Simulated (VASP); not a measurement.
Mg, 1 atom in the cell. Symmetry: P6/mmm, No. 191, hexagonal system. The conventional cell has a = 3.133 Å, b = 3.133 Å, c = 2.854 Å, α = 90.00°, β = 90.00°, γ = 120.00°. Mg (site symmetry 6/mmm) has 8 Mg at 2.85 to 3.13 Å within 3.8 Å. This isn't the form of Mg at room conditions, which is hcp.

* Program: VASP 6.6.1
* Task: single point
* Functional: PBEsol
* Potentials or basis: VASP PAW PBE potentials, release 64 (Mg)
* Cutoff: 600 eV
* k mesh: 15 × 15 × 14
* Occupations: gaussian, width 0.1 eV
* Spin: no spin polarisation
* Dipole correction: no
* Further INCAR settings: ALGO = Normal; EDIFF = 1e-06; NBANDS = 7

Potentials or basis: VASP PAW PBE potentials, release 64 (Mg).

Run with:

```sh
$ cat potpaw_PBE.64/Mg/POTCAR > POTCAR
$ mpirun -np 1 vasp_std > vasp.out
```

Hardware: 1 thread of Intel Xeon 8259CL (shared host).

Q: How long does it take, and how much memory?

A: Run time: 49 s on 1 thread of Intel Xeon 8259CL, on a shared host, peak memory 0.18 GiB. Counts: scf iterations 9, k points 216.
